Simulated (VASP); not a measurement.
# AgAs in VASP: further runs

Runs on AgAs. Level: PBE. Tasks: single point.

Everything below comes from runs of VASP 6.6.1. Logs are shortened: lines on timing, memory, paths and dates and some standing lists are left out, and cuts for length are marked.

### 1 The cell of the first run

It takes space group Pmma (No. 51, orthorhombic). Conventional cell: a = 4.991 Å, b = 2.961 Å, c = 5.173 Å, α = 90.00°, β = 90.00°, γ = 90.00°. Within 3.9 Å of Ag (site symmetry mm2) lie 4 Ag at 2.96 to 3.02 Å and 8 As at 2.98 to 3.03 Å. As (site symmetry mm2) has 4 As at 2.96 to 3.03 Å and 8 Ag at 2.98 to 3.03 Å within 3.9 Å.

### 2 Single point, PBE

File INCAR:

```
SYSTEM = AgAs
  PREC = Accurate
  ENCUT = 520
  EDIFF = 1E-7
  ISMEAR = -1
  SIGMA = 0.1
  LREAL = .FALSE.
  LASPH = .TRUE.
  NELM = 60
  ALGO = Normal
  ISIF = 2
  LWAVE = .FALSE.
  LCHARG = .FALSE.
  GGA = PE
  NBANDS = 24
```

File KPOINTS:

```
regular mesh
0
G
  4 7 4
  0 0 0
```

File POSCAR:

```
AgAs
1.0
    4.9913820000      0.0000000000      0.0000000000
    0.0000000000      2.9607890000      0.0000000000
    0.0000000000      0.0000000000      5.1726990000
Ag As
2 2
Direct
    0.2500000000      0.0000000000      0.8352290000
    0.7500000000      0.0000000000      0.1647710000
    0.7500000000      0.5000000000      0.6656450000
    0.2500000000      0.5000000000      0.3343550000
```

Potentials or basis: VASP PAW PBE potentials, release 64 (Ag, As).

The run is started by

```
$ cat potpaw_PBE.64/Ag/POTCAR potpaw_PBE.64/As/POTCAR > POTCAR
$ mpirun -np 1 vasp_std > vasp.out
```

OUTCAR:

```text
SYSTEM = AgAs
   PREC = Accurate
   ENCUT = 520
   EDIFF = 1E-7
   ISMEAR = -1
   LREAL = .FALSE.
   LASPH = .TRUE.
   NELM = 60
   ISIF = 2
   GGA = PE

 ion  position               nearest neighbor table
   1  0.250  0.000  0.835-   4 2.98   4 2.98   4 2.98   4 2.98   2 3.02   2 3.02   3 3.03   3 3.03
                             3 3.03   3 3.03
   2  0.750  0.000  0.165-   3 2.98   3 2.98   3 2.98   3 2.98   1 3.02   1 3.02   4 3.03   4 3.03
                             4 3.03   4 3.03
   3  0.750  0.500  0.666-   2 2.98   2 2.98   2 2.98   2 2.98   1 3.03   1 3.03   1 3.03   1 3.03

   4  0.250  0.500  0.334-   1 2.98   1 2.98   1 2.98   1 2.98   2 3.03   2 3.03   2 3.03   2 3.03

  LATTYP: Found a simple orthorhombic cell.
 ALAT       =     2.9607890000
 B/A-ratio  =     1.6858283383
 C/A-ratio  =     1.7470677580

  Lattice vectors:

 A1 = (   0.0000000000,  -2.9607890000,   0.0000000000)
 A2 = (   4.9913820000,   0.0000000000,   0.0000000000)
 A3 = (   0.0000000000,   0.0000000000,   5.1726990000)

Analysis of symmetry for initial positions (statically):
=====================================================================
 Subroutine PRICEL returns:
 Original cell was already a primitive cell.

 Routine SETGRP: Setting up the symmetry group for a
 simple orthorhombic supercell.

 Subroutine GETGRP returns: Found  8 space group operations
 (whereof  4 operations were pure point group operations)
 out of a pool of  8 trial point group operations.

The static configuration has the point symmetry C_2h.
 The point group associated with its full space group is D_2h.

Analysis of symmetry for dynamics (positions and initial velocities):
=====================================================================
 Subroutine PRICEL returns:
 Original cell was already a primitive cell.

 Routine SETGRP: Setting up the symmetry group for a
 simple orthorhombic supercell.

 Subroutine GETGRP returns: Found  8 space group operations
 (whereof  4 operations were pure point group operations)
 out of a pool of  8 trial point group operations.

The dynamic configuration has the point symmetry C_2h.
 The point group associated with its full space group is D_2h.

 Subroutine INISYM returns: Found  8 space group operations
 (whereof  4 operations are pure point group operations),
 and found     1 'primitive' translations

----------------------------------------------------------------------------------------

[... 96 lines left out ...]
   EDIFF  = 0.1E-06   stopping-criterion for ELM
   LREAL  =      F    real-space projection
   EDIFFG = 0.1E-05   stopping-criterion for IOM
   NSW    =      0    number of steps for IOM
   IBRION =     -1    ionic relax: 0-MD 1-quasi-New 2-CG
   NFREE  =      0    steps in history (QN), initial steepest desc. (CG)
   ISIF   =      2    stress and relaxation
   ISYM   =      2    0-nonsym 1-usesym 2-fastsym
   POTIM  = 0.5000    time-step for ionic-motion
   TEBEG  =    0.0;   TEEND  =   0.0 temperature during run
   PSTRESS=    0.0 pullay stress
   NELECT =      32.0000    total number of electrons
   NUPDOWN=      -1.0000    fix difference up-down
   EMIN   =  10.00;   EMAX   =-10.00  energy-range for DOS
   EFERMI =   0.00;   METHOD = LEGACY
   ISMEAR =    -1;   SIGMA  =   0.10  broadening in eV -4-tet -1-fermi 0-gaus
   EFERMI_NEDOS =   21; number of points for ismear=-14 and -15
   IALGO  =     38    algorithm
   IMIX   =      4    mixing-type and parameters
     AMIX     =   0.40;   BMIX     =  1.00
     AMIX_MAG =   1.60;   BMIX_MAG =  1.00
  volume/ion in A,a.u.               =      19.11       128.97
  Fermi-wavevector in a.u.,A,eV,Ry     =   1.224643  2.314241 20.405359  1.499752
  Thomas-Fermi vector in A             =   2.359711
   LORBIT       =      0    0 simple, 1 ext, 2 COOP (PROOUT), +10 PAW based schemes
   GGA     = PE    functional components
   LHFCALC =     F    Hartree Fock is set to
   AEXX    =    0.0000 exact exchange contribution
   IVDW    =     0    specifies the selected vdW correction
   LEPSILON=     F    determine dielectric tensor
   LRPA    =     F    only Hartree local field effects (RPA)
 non-spin polarized calculation
  energy-cutoff  :      520.00
  volume of cell :       76.44
 maximum number of plane-waves:      2080
 NGX is ok and might be reduce to    40
   NGX = 19   NGY = 11   NGZ = 19

 number of electron      32.0000005 magnetization

 Free energy of the ion-electron system (eV)
  ---------------------------------------------------
  ext. energy  EPLUGINS =         0.00000000
  ---------------------------------------------------
  free energy    TOTEN  =       -13.93674615 eV

  energy without entropy =      -13.89032035  energy(sigma->0) =      -13.91353325

 E-fermi :   6.9199     XC(G=0): -11.1446

 val. band max:        6.8843778299   @ k =   0.0000   0.2857   0.0000
 cond. band min:       7.0781419296   @ k =   0.0000   0.4286   0.2500
 fundamental gap:      0.1937640997
 Fermi energy:         6.9199393435

 k-point     1 :       0.0000    0.0000    0.0000
  band No.  band energies     occupation
      1      -6.2511      2.00000
      2      -4.0363      2.00000
      3       1.2716      2.00000
      4       1.3718      2.00000
      5       1.4847      2.00000
      6       1.7017      2.00000
[... 637 lines left out ...]
     23      13.5957      0.00000
     24      13.5957      0.00000

 [... further k-points ...]

------------------------ aborting loop because EDIFF is reached ----------------------------------------

  FORCE on cell =-STRESS in cart. coord.  units (eV):
  Direction    XX          YY          ZZ          XY          YZ          ZX
  --------------------------------------------------------------------------------------
  -------------------------------------------------------------------------------------
  Total        0.0012810     -1.3839418      0.0286551      0.0000000      0.0000000      0.0000000
  in kB        0.0268480    -29.0056712      0.6005749      0.0000000      0.0000000      0.0000000
  external PRESSURE =      -9.4594161 kB  Pullay stress =       0.0000000 kB

 VOLUME and BASIS-vectors are now :
 -----------------------------------------------------------------------------
  energy-cutoff  :      520.00
  volume of cell :       76.44
      direct lattice vectors                 reciprocal lattice vectors
     4.991382000  0.000000000  0.000000000     0.200345315  0.000000000  0.000000000
     0.000000000  2.960789000  0.000000000     0.000000000  0.337747810  0.000000000
     0.000000000  0.000000000  5.172699000     0.000000000  0.000000000  0.193322674

 POSITION                                       TOTAL-FORCE (eV/Angst)
 -----------------------------------------------------------------------------------
      1.24785      0.00000      4.32039         0.000000      0.000000      0.115026
      3.74354      0.00000      0.85231         0.000000      0.000000     -0.115026
      3.74354      1.48039      3.44318         0.000000      0.000000      0.152821
      1.24785      1.48039      1.72952        -0.000000      0.000000     -0.152821
 -----------------------------------------------------------------------------------
    total drift:                               -0.000000      0.000000      0.000000

  FREE ENERGIE OF THE ION-ELECTRON SYSTEM (eV)
  ---------------------------------------------------
  free  energy   TOTEN  =       -13.9367461549 eV

  energy  without entropy=      -13.8903203493  energy(sigma->0) =      -13.91353325
```

It took 77 s on 1 thread of Intel Xeon 8259CL, shared host; peak memory 0.22 GiB.

What came out:

```
Free energy            : -13.9367 eV
Pressure               : -0.9 GPa
Largest force          : 0.153 eV/Å
Band gap on the k mesh : zero (bands 16 and 17 overlap by 2.26 eV)
```

Forces in eV/Å, atoms in the order of the input:
```
Ag   0.000  0.000  0.115
Ag   0.000  0.000 -0.115
As   0.000  0.000  0.153
As   0.000  0.000 -0.153
```

Stress tensor (GPa, compression positive):
```
 0.00  0.00  0.00
 0.00 -2.90  0.00
 0.00  0.00  0.06
```

### 3 Single point, PBE

File INCAR:

```
  PREC = Accurate
  ENCUT = 520
  EDIFF = 1E-6
  ISMEAR = -1
  SIGMA = 0.1
  LREAL = F
  LASPH = T
  NELM = 100
  ALGO = Normal
  ISIF = 2
  LWAVE = F
  LCHARG = F
  GGA = PE
  NBANDS = 24
```

File KPOINTS:

```
regular mesh
0
Gamma
  4 7 4
```

Edit POSCAR of step 2 so:

```diff
@@ -11,2 +11,2 @@
     0.7500000000      0.5000000000      0.6656450000
-    0.2500000000      0.5000000000      0.3343550000
+    0.2299654685      0.5000000000      0.3343550000
```

Potentials or basis: VASP PAW PBE potentials, release 64 (Ag, As).

The run is started by

```
$ cat potpaw_PBE.64/Ag/POTCAR potpaw_PBE.64/As/POTCAR > POTCAR
$ mpirun -np 1 vasp_std > vasp.out
```

It took 78 s on 1 thread of Intel Xeon 8259CL, shared host; peak memory 0.22 GiB.

It converged, with:

```yaml
Free_energy: -13.9290 eV
Pressure: -0.8 GPa
Largest_force: 0.215 eV/Å
Band_gap_on_the_k_mesh: zero (bands 16 and 17 overlap by 2.21 eV)
```

Forces in eV/Å, atoms in the order of the input:
```
Ag   0.015  0.000  0.112
Ag  -0.103  0.000 -0.128
As  -0.069  0.000  0.162
As   0.158  0.000 -0.146
```

Stress tensor (GPa, compression positive):
```
 0.22  0.00 -0.13
 0.00 -2.77  0.00
-0.13  0.00  0.19
```

Levels at points of the mesh, in eV from the Fermi level:
| k point | band 13 | band 14 | band 15 | band 16 | band 17 | band 18 | band 19 | band 20 |
| --- | --- | --- | --- | --- | --- | --- | --- | --- |
| (0.00, 0.00, 0.00) | -3.86 | -3.57 | -2.65 | 0.35 | 0.43 | 1.43 | 2.79 | 4.49 |
| (0.50, 0.00, 0.00) | -3.78 | -3.75 | -2.03 | -1.98 | 3.21 | 3.54 | 3.65 | 3.88 |
| (0.00, 0.00, 0.50) | -3.88 | -2.15 | -1.97 | -1.35 | 3.43 | 3.64 | 3.65 | 4.36 |
| (0.50, 0.00, 0.50) | -3.89 | -3.81 | 1.03 | 1.18 | 3.43 | 3.96 | 3.99 | 4.18 |

(Part 1 of 2 ends here.)
